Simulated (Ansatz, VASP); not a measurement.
# Two plane-wave programs on KF

```
CELL_PARAMETERS angstrom
0.00000 2.70024 2.67350
2.70024 0.00000 2.67350
2.70024 2.70024 0.00000
ATOMIC_POSITIONS crystal
K 0.00000 0.00000 0.00000
F 0.50000 0.50000 0.50000
```

Change from the starting cell: equal xx and yy strain of +1 %, PAW files.

Alike in both runs: task electric field gradients; functional PBEsol; k mesh 9 × 9 × 9; occupations fermi-dirac, width 0.01 eV; no spin polarisation.

```csv
,VASP,Ansatz
version,VASP 6.6.1,Ansatz 0.2.0
potentials or method,"VASP PAW PBE potentials, release 64 (K_sv, F)","PAW with Ansatz's default frozen-core files, scalar-relativistic"
plane-wave cutoff (eV),520,420
valence electrons in the cell,16,16
```

|  | VASP | Ansatz | Ansatz less VASP |
| --- | --- | --- | --- |
| gap on the k mesh at the Fermi level (eV) | 5.91 | 5.93 | +0.016 |
| pressure (GPa) | -1.2 | -1.3 | -0.02 |
| traceless stress, the component that is largest in VASP (GPa) | 0.30 | 0.28 | -0.013 |
| size of Vzz on the site where it differs most (V/Å²) | 2.5 | 2.5 | -0.05 |

VASP's potentials were made for PBE, not for PBEsol. With one functional, cell and mesh, what is left measures potentials, basis and numerics.
